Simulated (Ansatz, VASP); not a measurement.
## ScSi3: VASP beside Ansatz

```
Sc Si
1.0
     3.96555    0.00000    0.00000
     0.00000    3.96555    0.00000
     0.00000    0.00000    3.96555
Sc Si
1 3
Direct
  0.00000 0.00000 0.00000
  0.00000 0.50000 0.50000
  0.50000 0.50000 0.00000
  0.50000 0.00000 0.50000
```

Alike in both runs: task single point; functional PBE; k mesh 8 × 8 × 8; occupations gaussian, width 0.05 eV; no spin polarisation; Hubbard terms Sc d U = 5.0 eV.

|  | VASP | Ansatz |
| --- | --- | --- |
| version | VASP 6.6.1 | Ansatz 0.2.0 |
| potentials or method | VASP PAW PBE potentials, release 64 (Sc_sv, Si), cutoff 520 eV | scalar-relativistic, plane waves, PAW |
| valence electrons in the cell | 23 | 23 |

|  | VASP | Ansatz | Ansatz less VASP |
| --- | --- | --- | --- |
| pressure (GPa) | 6.4 | 5.8 | -0.52 |

The programs project onto different local orbitals, so the same U acts differently, and such runs can settle in different states. Ansatz's warnings: filled band counts differ across k points.
